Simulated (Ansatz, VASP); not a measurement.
## MgO: VASP beside Ansatz

```
CELL_PARAMETERS angstrom
4.16071 0.00000 0.00000
0.00000 -4.16071 0.00000
0.00000 0.00000 -4.16071
ATOMIC_POSITIONS crystal
Mg 0.96465 0.03535 0.04999
Mg 0.50000 0.50000 0.00000
Mg 0.50000 0.00000 0.50000
Mg 0.00000 0.50000 0.50000
O 0.50000 0.00000 0.00000
O 0.00000 0.50000 0.00000
O 0.00000 0.00000 0.50000
O 0.50000 0.50000 0.50000
```

Alike in both runs: task single point; functional LDA; k mesh 6 × 6 × 6; occupations gaussian, width 0.05 eV; no spin polarisation.

```csv
,VASP,Ansatz
version,VASP 6.6.1,Ansatz 0.2.0
potentials or method,"VASP PAW LDA potentials, release 64 (Mg_sv, O), cutoff 840 eV","scalar-relativistic, plane waves, PAW"
valence electrons in the cell,64,64
```

```csv
,VASP,Ansatz,Ansatz less VASP
gap on the k mesh at the Fermi level (eV),5.01,5.00,-0.006
least direct gap on the mesh (eV),5.01,5.00,-0.006
pressure (GPa),3.2,2.7,-0.52
"traceless stress, the component that is largest in VASP (GPa)",1.42,1.38,-0.040
rms of the force components (eV/Å),0.762,0.743,-0.0196
```

Ansatz warns that its potentials were made for another functional, while VASP's fit it. LDA's correlation is that of Perdew and Zunger in VASP and of Perdew and Wang (1992) in Ansatz. Atom by atom the forces differ by 0.022 eV/Å (rms over components).
